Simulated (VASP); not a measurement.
# Pt (Fm-3m) in VASP: a series of runs

Pt is run at these levels: PBE; tasks: single point.

Everything below comes from runs of VASP 6.6.1. Logs are shortened: lines on timing, memory, paths and dates and some standing lists are left out, and cuts for length are marked.

## (1) The cell of the first run

It takes space group Fm-3m (No. 225, cubic). Conventional cell: a = 4.003 Å, b = 4.003 Å, c = 4.003 Å, α = 90.00°, β = 90.00°, γ = 90.00°. Within 3.7 Å of Pt (site symmetry m-3m) lie 12 Pt at 2.83 Å.

## (2) Single point, PBE

Contents of INCAR:

```
  ALGO = Normal
  EDIFF = 1E-6
  ENCUT = 520
  GGA = PE
  ISIF = 2
  ISMEAR = 0
  LASPH = True
  LCHARG = False
  LREAL = False
  LWAVE = False
  NBANDS = 11
  NELM = 60
  PREC = Accurate
  SIGMA = 0.05
```

Contents of KPOINTS:

```
k-points
0
Gamma
  8 8 8
```

Contents of POSCAR:

```
Pt
1.0
    0.0000000000      2.0017291591      2.0017291591
    2.0017291591      0.0000000000      2.0017291591
    2.0017291591      2.0017291591      0.0000000000
Pt
1
Direct
    0.0000000000      0.0000000000      0.0000000000
```

Potentials or basis: VASP PAW PBE potentials, release 64 (Pt).

Started as:

```bash
> cat potpaw_PBE.64/Pt/POTCAR > POTCAR
> mpirun -np 1 vasp_std > vasp.out
```

OUTCAR:

```text
EDIFF = 1E-6
   ENCUT = 520
   GGA = PE
   ISIF = 2
   ISMEAR = 0
   LASPH = True
   LREAL = False
   NELM = 60
   PREC = Accurate

 ion  position               nearest neighbor table
   1  0.000  0.000  0.000-

  LATTYP: Found a face centered cubic cell.
 ALAT       =     4.0034583182

  Lattice vectors:

 A1 = (   0.0000000000,   2.0017291591,   2.0017291591)
 A2 = (   2.0017291591,   0.0000000000,   2.0017291591)
 A3 = (   2.0017291591,   2.0017291591,   0.0000000000)

Analysis of symmetry for initial positions (statically):
=====================================================================
 Subroutine PRICEL returns:
 Original cell was already a primitive cell.

 Routine SETGRP: Setting up the symmetry group for a
 face centered cubic supercell.

 Subroutine GETGRP returns: Found 48 space group operations
 (whereof 48 operations were pure point group operations)
 out of a pool of 48 trial point group operations.

The static configuration has the point symmetry O_h .

Analysis of symmetry for dynamics (positions and initial velocities):
=====================================================================
 Subroutine PRICEL returns:
 Original cell was already a primitive cell.

 Routine SETGRP: Setting up the symmetry group for a
 face centered cubic supercell.

 Subroutine GETGRP returns: Found 48 space group operations
 (whereof 48 operations were pure point group operations)
 out of a pool of 48 trial point group operations.

The dynamic configuration has the point symmetry O_h .

 Subroutine INISYM returns: Found 48 space group operations
 (whereof 48 operations are pure point group operations),
 and found     1 'primitive' translations

----------------------------------------------------------------------------------------

                                     Primitive cell

  volume of cell :      16.0415

  direct lattice vectors                    reciprocal lattice vectors
     0.000000000  2.001729159  2.001729159    -0.249784042  0.249784042  0.249784042
     2.001729159  0.000000000  2.001729159     0.249784042 -0.249784042  0.249784042
     2.001729159  2.001729159  0.000000000     0.249784042  0.249784042 -0.249784042

  length of vectors
     2.830872525  2.830872525  2.830872525     0.432638651  0.432638651  0.432638651

  position of ions in fractional coordinates (direct lattice)
     0.000000000  0.000000000  0.000000000

  ion indices of the primitive-cell ions
   primitive index   ion index
                 1           1

----------------------------------------------------------------------------------------
[... 75 lines left out ...]
   NFREE  =      0    steps in history (QN), initial steepest desc. (CG)
   ISIF   =      2    stress and relaxation
   ISYM   =      2    0-nonsym 1-usesym 2-fastsym
   POTIM  = 0.5000    time-step for ionic-motion
   TEBEG  =    0.0;   TEEND  =   0.0 temperature during run
   PSTRESS=    0.0 pullay stress
   NELECT =      10.0000    total number of electrons
   NUPDOWN=      -1.0000    fix difference up-down
   EMIN   =  10.00;   EMAX   =-10.00  energy-range for DOS
   EFERMI =   0.00;   METHOD = LEGACY
   ISMEAR =     0;   SIGMA  =   0.05  broadening in eV -4-tet -1-fermi 0-gaus
   EFERMI_NEDOS =   21; number of points for ismear=-14 and -15
   IALGO  =     38    algorithm
   IMIX   =      4    mixing-type and parameters
     AMIX     =   0.40;   BMIX     =  1.00
     AMIX_MAG =   1.60;   BMIX_MAG =  1.00
  volume/ion in A,a.u.               =      16.04       108.25
  Fermi-wavevector in a.u.,A,eV,Ry     =   1.398490  2.642764 26.609943  1.955776
  Thomas-Fermi vector in A             =   2.521643
   LORBIT       =      0    0 simple, 1 ext, 2 COOP (PROOUT), +10 PAW based schemes
   GGA     = PE    functional components
   LHFCALC =     F    Hartree Fock is set to
   AEXX    =    0.0000 exact exchange contribution
   IVDW    =     0    specifies the selected vdW correction
   LEPSILON=     F    determine dielectric tensor
   LRPA    =     F    only Hartree local field effects (RPA)
 non-spin polarized calculation
 Gauss-broadening in eV      SIGMA  =   0.05
  energy-cutoff  :      520.00
  volume of cell :       16.04
 maximum number of plane-waves:       445
 NGX is ok and might be reduce to    24
   NGX = 11   NGY = 11   NGZ = 11

 number of electron      10.0000000 magnetization

 Free energy of the ion-electron system (eV)
  ---------------------------------------------------
  ext. energy  EPLUGINS =         0.00000000
  ---------------------------------------------------
  free energy    TOTEN  =        -6.07242894 eV

  energy without entropy =       -6.06921671  energy(sigma->0) =       -6.07082283

 E-fermi :  10.0608     XC(G=0): -13.1300

 val. band max:       10.0492789023   @ k =  -0.2500   0.1250   0.0000
 cond. band min:      10.0641145232   @ k =   0.5000   0.5000   0.0000
 fundamental gap:      0.0148356209
 Fermi energy:        10.0607692968

 k-point     1 :       0.0000    0.0000    0.0000
  band No.  band energies     occupation
      1       0.5764      2.00000
      2       6.6562      2.00000
      3       6.6562      2.00000
      4       6.6562      2.00000
      5       8.5961      2.00000
      6       8.5961      2.00000
      7      24.9115      0.00000
      8      29.5293      0.00000
      9      29.5293      0.00000
     10      29.5293      0.00000
     11      34.6627      0.00000
[... 309 lines left out ...]
 k-point    24 :      -0.3750    0.2500    0.1250
  band No.  band energies     occupation
      1       4.5875      2.00000
      2       5.7498      2.00000
      3       6.9891      2.00000
      4       7.6641      2.00000
      5       9.8969      2.00000
      6      14.3689      0.00000
      7      15.2403      0.00000
      8      24.2497      0.00000
      9      24.8352      0.00000
     10      28.9284      0.00000
     11      35.6274      0.00000

 [... further k-points ...]
[... 5 lines left out ...]
  --------------------------------------------------------------------------------------
  -------------------------------------------------------------------------------------
  Total       -0.7039660     -0.7039660     -0.7039660      0.0000000     -0.0000000      0.0000000
  in kB      -70.3098778    -70.3098778    -70.3098778      0.0000000     -0.0000000      0.0000000
  external PRESSURE =     -70.3098778 kB  Pullay stress =       0.0000000 kB

 VOLUME and BASIS-vectors are now :
 -----------------------------------------------------------------------------
  energy-cutoff  :      520.00
  volume of cell :       16.04
      direct lattice vectors                 reciprocal lattice vectors
     0.000000000  2.001729159  2.001729159    -0.249784042  0.249784042  0.249784042
     2.001729159  0.000000000  2.001729159     0.249784042 -0.249784042  0.249784042
     2.001729159  2.001729159  0.000000000     0.249784042  0.249784042 -0.249784042

 POSITION                                       TOTAL-FORCE (eV/Angst)
 -----------------------------------------------------------------------------------
      0.00000      0.00000      0.00000         0.000000      0.000000      0.000000
 -----------------------------------------------------------------------------------
    total drift:                               -0.000000      0.000000      0.000000

  FREE ENERGIE OF THE ION-ELECTRON SYSTEM (eV)
  ---------------------------------------------------
  free  energy   TOTEN  =        -6.0724289435 eV

  energy  without entropy=       -6.0692167078  energy(sigma->0) =       -6.07082283
```

Run time: 6.6 s. Hardware: 1 thread of Intel Xeon Platinum 8259CL at 2.50GHz (Skylake/Cascade Lake), shared host; peak memory 0.14 GiB.

Results:

```
Free energy            : -6.0724 eV
Pressure               : -7.0 GPa
Band gap on the k mesh : zero (band 5 reaches 10.50 eV, above the bottom of band 6 at 8.51 eV)
```

Caveat: spin-orbit coupling is left out, which moves the levels of the heavy elements.

## (3) Single point, PBE, non-collinear spin, zero start, spin-orbit coupling

This run uses another cell than the first one, of 15.67 Å³/atom, 0.977 times its volume.

Contents of INCAR:

```
SYSTEM = Pt
PREC = Accurate
ENCUT = 520
EDIFF = 1E-6
ISMEAR = 0
SIGMA = 0.05
LREAL = .False.
LASPH = .True.
NELM = 150
ALGO = Normal
ISIF = 2
LWAVE = .False.
LCHARG = .True.
MAGMOM = 0 0 0
LORBIT = 11
LSORBIT = .True.
GGA_COMPAT = .False.
LORBMOM = .True.
LMAXMIX = 4
GGA = PE
LVHAR = .True.
NBANDS = 21
```

Contents of KPOINTS:

```
regular mesh
0
Gamma
  18 18 18
  0 0 0
```

Contents of POSCAR:

```
Pt
1.0
    0.0000000000      1.9862455193      1.9862455193
    1.9862455193      0.0000000000      1.9862455193
    1.9862455193      1.9862455193      0.0000000000
Pt
1
Direct
    0.0000000000      0.0000000000      0.0000000000
```

Potentials or basis: VASP PAW PBE potentials, release 64 (Pt).

Started as:

```bash
> cat potpaw_PBE.64/Pt/POTCAR > POTCAR
> mpirun -np 1 vasp_ncl > vasp.out
```

OUTCAR:

```text
SYSTEM = Pt
   PREC = Accurate
   ENCUT = 520
   EDIFF = 1E-6
   ISMEAR = 0
   LREAL = .False.
   LASPH = .True.
   NELM = 150
   ISIF = 2
   LORBIT = 11
   LSORBIT = .True.
   GGA = PE

 ion  position               nearest neighbor table
   1  0.000  0.000  0.000-

  LATTYP: Found a face centered cubic cell.
 ALAT       =     3.9724910386

  Lattice vectors:

 A1 = (   0.0000000000,   1.9862455193,   1.9862455193)
 A2 = (   1.9862455193,   0.0000000000,   1.9862455193)
 A3 = (   1.9862455193,   1.9862455193,   0.0000000000)

Analysis of symmetry for initial positions (statically):
=====================================================================
 Subroutine PRICEL returns:
 Original cell was already a primitive cell.

 Routine SETGRP: Setting up the symmetry group for a
 face centered cubic supercell.

 Subroutine GETGRP returns: Found 48 space group operations
 (whereof 48 operations were pure point group operations)
 out of a pool of 48 trial point group operations.

The static configuration has the point symmetry O_h .

Analysis of symmetry for dynamics (positions and initial velocities):
=====================================================================
 Subroutine PRICEL returns:
 Original cell was already a primitive cell.

 Routine SETGRP: Setting up the symmetry group for a
 face centered cubic supercell.

[... 782 lines left out ...]
  energy  without entropy=       -6.4935217909  energy(sigma->0) =       -6.49458405

 orbital moment (x)

 # of ion     p       d       tot
 ----------------------------------------
  1         0.000  -0.000  -0.000
 ----------------------------------------
            0.000  -0.000  -0.000

 orbital moment (y)

 # of ion     p       d       tot
 ----------------------------------------
  1         0.000   0.000   0.000
 ----------------------------------------
            0.000   0.000   0.000

 orbital moment (z)

 # of ion     p       d       tot
 ----------------------------------------
  1         0.000  -0.000  -0.000
 ----------------------------------------
            0.000  -0.000  -0.000

 Spin-Orbit-Coupling matrix elements

 Ion:    1  E_soc:     -0.7896539
 l=   1
     0.0000000    -0.0316446    -0.0316446
    -0.0316446     0.0000000    -0.0316446
    -0.0316446    -0.0316446     0.0000000
 l=   2
     0.0000000    -0.0175867     0.0000000    -0.0175867    -0.0823777
    -0.0175867     0.0000000    -0.0617833    -0.0175867    -0.0205944
     0.0000000    -0.0617833     0.0000000    -0.0617833     0.0000000
    -0.0175867    -0.0175867    -0.0617833     0.0000000    -0.0205944
    -0.0823777    -0.0205944     0.0000000    -0.0205944     0.0000000
 l=   3
     0.0000000     0.0000000     0.0000000     0.0000000     0.0000000     0.0000000     0.0000000
     0.0000000     0.0000000     0.0000000     0.0000000     0.0000000     0.0000000     0.0000000
     0.0000000     0.0000000     0.0000000     0.0000000     0.0000000     0.0000000     0.0000000
     0.0000000     0.0000000     0.0000000     0.0000000     0.0000000     0.0000000     0.0000000
     0.0000000     0.0000000     0.0000000     0.0000000     0.0000000     0.0000000     0.0000000
     0.0000000     0.0000000     0.0000000     0.0000000     0.0000000     0.0000000     0.0000000
     0.0000000     0.0000000     0.0000000     0.0000000     0.0000000     0.0000000     0.0000000

 total charge

# of ion       s       p       d       tot
------------------------------------------
    1        0.622   0.583   7.997   9.202

 magnetization (x)

# of ion       s       p       d       tot
------------------------------------------
    1        0.000   0.000   0.000   0.000

 magnetization (y)

# of ion       s       p       d       tot
------------------------------------------
    1       -0.000  -0.000   0.000  -0.000

 magnetization (z)

# of ion       s       p       d       tot
------------------------------------------
    1        0.000  -0.000   0.000  -0.000
```

stdout:

```text
POSCAR found type information on POSCAR Pt
 POSCAR found :  1 types and       1 ions
 scaLAPACK will be used
 LDA part: xc-table for (Slater+PW92), standard interpolation
 POSCAR, INCAR and KPOINTS ok, starting setup
 FFT: planning ... GRIDC
 FFT: planning ... GRID_SOFT
 FFT: planning ... GRID
 WAVECAR not read
 entering main loop
```

Run time: 2.2 min. Hardware: 1 thread of Intel Xeon Platinum 8259CL at 2.50GHz (Skylake/Cascade Lake), shared host; peak memory 0.26 GiB.

What came out:

```yaml
Free_energy: -6.4956 eV
Pressure: -0.2 GPa
Net_moment: 0.00 μB per cell
Valence_electrons_inside_the_program's_atomic_spheres: Pt 9.20
```

Moments on the atoms (μB; x, y, z):
```
Pt  0.00 0.00 0.00
```
